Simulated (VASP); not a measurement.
# GaN (P6_3mc) in VASP: single point with PBE

Aim: the single point of GaN with PBE.

Everything below comes from runs of VASP 6.6.1. Logs are shortened: lines on timing, memory, paths and dates and some standing lists are left out, and cuts for length are marked.

**1. The cell of the first run**

It takes space group P6_3mc (No. 186, hexagonal). Conventional cell: a = 3.190 Å, b = 3.190 Å, c = 5.190 Å, α = 90.00°, β = 90.00°, γ = 120.00°. Ga (site symmetry 3m) has 4 N at 1.95 to 1.96 Å within 2.6 Å. Within 2.6 Å of N (site symmetry 3m) lie 4 Ga at 1.95 to 1.96 Å.

**2. Single point, PBE**

Input file INCAR:

```
SYSTEM = GaN
PREC = Accurate ; ENCUT = 520
EDIFF = 1E-7 ; ISMEAR = 0
SIGMA = 0.01 ; LREAL = .False.
LASPH = .True. ; NELM = 100
ALGO = Normal ; ISIF = 2
LWAVE = .False. ; LCHARG = .False.
GGA = PE ; NBANDS = 26
```

Input file KPOINTS:

```
Automatic mesh
0
Gamma
  4 4 3
  0 0 0
```

Input file POSCAR:

```
GaN
1.0
    3.1900000000      0.0000000000      0.0000000000
   -1.5950000000      2.7626210381      0.0000000000
    0.0000000000      0.0000000000      5.1900000000
Ga N
2 2
Direct
    0.3333333333      0.6666666667      0.0000000000
    0.6666666667      0.3333333333      0.5000000000
    0.3333333333      0.6666666667      0.3770000000
    0.6666666667      0.3333333333      0.8770000000
```

Potentials or basis: VASP PAW PBE potentials, release 64 (Ga_d, N).

Launch:

```
> cat potpaw_PBE.64/Ga_d/POTCAR potpaw_PBE.64/N/POTCAR > POTCAR
> mpirun -np 1 vasp_std > vasp.out
```

OUTCAR:

```text
SYSTEM = GaN
   PREC = Accurate
   ENCUT = 520
   EDIFF = 1E-7
   ISMEAR = 0
   LREAL = .False.
   LASPH = .True.
   NELM = 100
   ISIF = 2
   GGA = PE

 ion  position               nearest neighbor table
   1  0.333  0.667  0.000-   4 1.95   4 1.95   4 1.95   3 1.96
   2  0.667  0.333  0.500-   3 1.95   3 1.95   3 1.95   4 1.96
   3  0.333  0.667  0.377-   2 1.95   2 1.95   2 1.95   1 1.96
   4  0.667  0.333  0.877-   1 1.95   1 1.95   1 1.95   2 1.96

  LATTYP: Found a hexagonal cell.
 ALAT       =     3.1900000000
 C/A-ratio  =     1.6269592476

  Lattice vectors:

 A1 = (   3.1900000000,   0.0000000000,   0.0000000000)
 A2 = (  -1.5950000000,   2.7626210381,   0.0000000000)
 A3 = (   0.0000000000,   0.0000000000,   5.1900000000)

Analysis of symmetry for initial positions (statically):
=====================================================================
 Subroutine PRICEL returns:
 Original cell was already a primitive cell.

 Routine SETGRP: Setting up the symmetry group for a
 hexagonal supercell.

 Subroutine GETGRP returns: Found 12 space group operations
 (whereof  6 operations were pure point group operations)
 out of a pool of 24 trial point group operations.

The static configuration has the point symmetry C_3v.
 The point group associated with its full space group is C_6v.

Analysis of symmetry for dynamics (positions and initial velocities):
=====================================================================
 Subroutine PRICEL returns:
 Original cell was already a primitive cell.

 Routine SETGRP: Setting up the symmetry group for a
 hexagonal supercell.

 Subroutine GETGRP returns: Found 12 space group operations
 (whereof  6 operations were pure point group operations)
 out of a pool of 24 trial point group operations.

The dynamic configuration has the point symmetry C_3v.
 The point group associated with its full space group is C_6v.

 Subroutine INISYM returns: Found 12 space group operations
 (whereof  6 operations are pure point group operations),
 and found     1 'primitive' translations

----------------------------------------------------------------------------------------

                                     Primitive cell

  volume of cell :      45.7382

  direct lattice vectors                    reciprocal lattice vectors
     3.190000000  0.000000000  0.000000000     0.313479624  0.180987545  0.000000000
    -1.595000000  2.762621038  0.000000000     0.000000000  0.361975090  0.000000000
     0.000000000  0.000000000  5.190000000     0.000000000  0.000000000  0.192678227

  length of vectors
     3.190000000  3.190000000  5.190000000     0.361975090  0.361975090  0.192678227

  position of ions in fractional coordinates (direct lattice)
     0.333333333  0.666666667  0.000000000
     0.666666667  0.333333333  0.500000000
     0.333333333  0.666666667  0.377000000
     0.666666667  0.333333333  0.877000000

  ion indices of the primitive-cell ions
   primitive index   ion index
                 1           1
                 2           2
                 3           3
                 4           4

----------------------------------------------------------------------------------------

 KPOINTS: Automatic mesh

Automatic generation of k-mesh.
 Grid dimensions read from file:
 generate k-points for:    4    4    3

 Generating k-lattice:

  Cartesian coordinates                     Fractional coordinates (reciprocal lattice)
     0.078369906  0.045246886  0.000000000     0.250000000  0.000000000  0.000000000
     0.000000000  0.090493773  0.000000000     0.000000000  0.250000000  0.000000000
     0.000000000  0.000000000  0.064226076     0.000000000  0.000000000  0.333333333

  Length of vectors
     0.090493773  0.090493773  0.064226076

  Shift w.r.t. Gamma in fractional coordinates (k-lattice)
     0.000000000  0.000000000  0.000000000

 Subroutine IBZKPT returns following result:
 ===========================================

 Found      8 irreducible k-points:

 Following reciprocal coordinates:
            Coordinates               Weight
  0.000000  0.000000  0.000000      1.000000
  0.250000 -0.000000  0.000000      6.000000
  0.500000 -0.000000  0.000000      3.000000
  0.250000  0.250000  0.000000      6.000000
  0.000000  0.000000  0.333333      2.000000
  0.250000 -0.000000  0.333333     12.000000
  0.500000 -0.000000  0.333333      6.000000
  0.250000  0.250000  0.333333     12.000000
   k-points           NKPTS =      8   k-points in BZ     NKDIM =      8   number of bands    NBANDS=     26
   number of dos      NEDOS =    301   number of ions     NIONS =      4
   total plane-waves  NPLWV =  23040
   dimension x,y,z NGX =    24 NGY =   24 NGZ =   40
   dimension x,y,z NGXF=    48 NGYF=   48 NGZF=   80
   ions per type =               2   2
   NGX,Y,Z   is equivalent  to a cutoff of  12.51, 12.51, 12.81 a.u.
   NGXF,Y,Z  is equivalent  to a cutoff of  25.02, 25.02, 25.63 a.u.
 SYSTEM =  GaN
   PREC   = accura    normal or accurate (medium, high low for compatibility)
   ISTART =      0    job   : 0-new  1-cont  2-samecut
   ICHARG =      2    charge: 1-file 2-atom 10-const
   ISPIN  =      1    spin polarized calculation?
   LNONCOLLINEAR =      F non collinear calculations
   LSORBIT =      F    spin-orbit coupling
   LASPH  =      T    aspherical Exc in radial PAW
   ENCUT  =  520.0 eV  38.22 Ry    6.18 a.u.   5.93  5.93  9.65*2*pi/ulx,y,z
   NELM   =    100;   NELMIN=  2; NELMDL= -5     # of ELM steps
   EDIFF  = 0.1E-06   stopping-criterion for ELM
   LREAL  =      F    real-space projection
   EDIFFG = 0.1E-05   stopping-criterion for IOM
   NSW    =      0    number of steps for IOM
   IBRION =     -1    ionic relax: 0-MD 1-quasi-New 2-CG
   NFREE  =      0    steps in history (QN), initial steepest desc. (CG)
   ISIF   =      2    stress and relaxation
   ISYM   =      2    0-nonsym 1-usesym 2-fastsym
   POTIM  = 0.5000    time-step for ionic-motion
   TEBEG  =    0.0;   TEEND  =   0.0 temperature during run
   PSTRESS=    0.0 pullay stress
   NELECT =      36.0000    total number of electrons
   NUPDOWN=      -1.0000    fix difference up-down
   EMIN   =  10.00;   EMAX   =-10.00  energy-range for DOS
   EFERMI =   0.00;   METHOD = LEGACY
   ISMEAR =     0;   SIGMA  =   0.01  broadening in eV -4-tet -1-fermi 0-gaus
   EFERMI_NEDOS =   21; number of points for ismear=-14 and -15
   IALGO  =     38    algorithm
   IMIX   =      4    mixing-type and parameters
     AMIX     =   0.40;   BMIX     =  1.00
     AMIX_MAG =   1.60;   BMIX_MAG =  1.00
  volume/ion in A,a.u.               =      11.43        77.16
  Fermi-wavevector in a.u.,A,eV,Ry     =   1.511527  2.856372 31.085415  2.284714
  Thomas-Fermi vector in A             =   2.621572
   LORBIT       =      0    0 simple, 1 ext, 2 COOP (PROOUT), +10 PAW based schemes
   GGA     = PE    functional components
   LHFCALC =     F    Hartree Fock is set to
   AEXX    =    0.0000 exact exchange contribution
   IVDW    =     0    specifies the selected vdW correction
   LEPSILON=     F    determine dielectric tensor
   LRPA    =     F    only Hartree local field effects (RPA)
 non-spin polarized calculation
 Gauss-broadening in eV      SIGMA  =   0.01
  energy-cutoff  :      520.00
  volume of cell :       45.74
 maximum number of plane-waves:      1244
 NGX is ok and might be reduce to    24
   NGX = 11   NGY = 11   NGZ = 19

 number of electron      35.9999982 magnetization

 Free energy of the ion-electron system (eV)
  ---------------------------------------------------
  ext. energy  EPLUGINS =         0.00000000
  ---------------------------------------------------
  free energy    TOTEN  =       -24.23984200 eV

  energy without entropy =      -24.23984200  energy(sigma->0) =      -24.23984200

 E-fermi :   5.4081     XC(G=0): -11.6574

 val. band max:        5.3315161064   @ k =   0.0000   0.0000   0.0000
 cond. band min:       7.2287928788   @ k =   0.0000   0.0000   0.0000
 fundamental gap:      1.8972767724
 Fermi energy:         5.4080957103

 k-point     1 :       0.0000    0.0000    0.0000
  band No.  band energies     occupation
      1     -10.6439      2.00000
      2      -9.7316      2.00000
      3      -8.1303      2.00000
      4      -8.1145      2.00000
      5      -8.1145      2.00000
      6      -8.0534      2.00000
[... 18 lines left out ...]
     25      17.0013      0.00000
     26      17.0013      0.00000

 k-point     2 :       0.2500   -0.0000    0.0000
  band No.  band energies     occupation
      1     -10.1442      2.00000
      2      -9.6229      2.00000
      3      -8.0754      2.00000
      4      -8.0561      2.00000
      5      -7.9915      2.00000
      6      -7.9520      2.00000
[... 18 lines left out ...]
     25      16.7367      0.00000
     26      18.0073      0.00000

 k-point     3 :       0.5000   -0.0000    0.0000
  band No.  band energies     occupation
      1      -9.7413      2.00000
      2      -9.5661      2.00000
      3      -8.0660      2.00000
      4      -8.0418      2.00000
      5      -7.9458      2.00000
      6      -7.9038      2.00000
[... 18 lines left out ...]
     25      17.7564      0.00000
     26      18.6168      0.00000

 k-point     4 :       0.2500    0.2500    0.0000
  band No.  band energies     occupation
      1      -9.7265      2.00000
      2      -9.5728      2.00000
      3      -8.0974      2.00000
      4      -7.9752      2.00000
      5      -7.9214      2.00000
      6      -7.9087      2.00000
[... 18 lines left out ...]
     25      16.3222      0.00000
     26      19.0134      0.00000

 k-point     5 :       0.0000    0.0000    0.3333
  band No.  band energies     occupation
      1     -10.3483      2.00000
      2      -9.8720      2.00000
      3      -8.1070      2.00000
      4      -8.1070      2.00000
      5      -8.0760      2.00000
      6      -8.0760      2.00000
[... 18 lines left out ...]
     25      16.2146      0.00000
     26      16.2146      0.00000

 k-point     6 :       0.2500   -0.0000    0.3333
  band No.  band energies     occupation
      1      -9.9467      2.00000
      2      -9.6834      2.00000
      3      -8.0699      2.00000
      4      -8.0318      2.00000
      5      -8.0274      2.00000
      6      -7.9795      2.00000
[... 18 lines left out ...]
     25      16.4485      0.00000
     26      17.4193      0.00000

 k-point     7 :       0.5000   -0.0000    0.3333
  band No.  band energies     occupation
      1      -9.6590      2.00000
      2      -9.5714      2.00000
      3      -8.0809      2.00000
      4      -8.0222      2.00000
      5      -7.9930      2.00000
      6      -7.8982      2.00000
[... 18 lines left out ...]
     25      16.6377      0.00000
     26      18.4332      0.00000

 k-point     8 :       0.2500    0.2500    0.3333
  band No.  band energies     occupation
      1      -9.6472      2.00000
      2      -9.5714      2.00000
      3      -8.0403      2.00000
      4      -8.0152      2.00000
      5      -7.9737      2.00000
      6      -7.9341      2.00000
[... 18 lines left out ...]
     25      17.2176      0.00000
     26      18.5692      0.00000

------------------------ aborting loop because EDIFF is reached ----------------------------------------

  FORCE on cell =-STRESS in cart. coord.  units (eV):
  Direction    XX          YY          ZZ          XY          YZ          ZX
  --------------------------------------------------------------------------------------
  -------------------------------------------------------------------------------------
  Total        1.4801563      1.4801563      1.4326822      0.0000000      0.0000000      0.0000000
  in kB       51.8488102     51.8488102     50.1858291      0.0000000      0.0000000      0.0000000
  external PRESSURE =      51.2944832 kB  Pullay stress =       0.0000000 kB

 VOLUME and BASIS-vectors are now :
 -----------------------------------------------------------------------------
  energy-cutoff  :      520.00
  volume of cell :       45.74
      direct lattice vectors                 reciprocal lattice vectors
     3.190000000  0.000000000  0.000000000     0.313479624  0.180987545  0.000000000
    -1.595000000  2.762621038  0.000000000     0.000000000  0.361975090  0.000000000
     0.000000000  0.000000000  5.190000000     0.000000000  0.000000000  0.192678227

 POSITION                                       TOTAL-FORCE (eV/Angst)
 -----------------------------------------------------------------------------------
     -0.00000      1.84175      0.00000        -0.000000     -0.000000      0.010471
      1.59500      0.92087      2.59500         0.000000      0.000000      0.010471
     -0.00000      1.84175      1.95663         0.000000      0.000000     -0.010471
      1.59500      0.92087      4.55163        -0.000000      0.000000     -0.010471
 -----------------------------------------------------------------------------------
    total drift:                               -0.000001     -0.000001     -0.000461

  FREE ENERGIE OF THE ION-ELECTRON SYSTEM (eV)
  ---------------------------------------------------
  free  energy   TOTEN  =       -24.2398419960 eV

  energy  without entropy=      -24.2398419960  energy(sigma->0) =      -24.23984200
```

It took 26 s on 1 thread of AMD EPYC 7R13, shared host; peak memory 0.13 GiB.

Results:

```yaml
Free_energy: -24.2398 eV
Pressure: 5.1 GPa
Largest_force: 0.010 eV/Å
Band_gap_on_the_k_mesh: 1.90 eV, direct
```

Forces in eV/Å, atoms in the order of the input:
```
Ga   0.000  0.000  0.010
Ga   0.000  0.000  0.010
N    0.000  0.000 -0.010
N    0.000  0.000 -0.010
```

Caveat: the k points lie up to 0.57 Å⁻¹ apart.
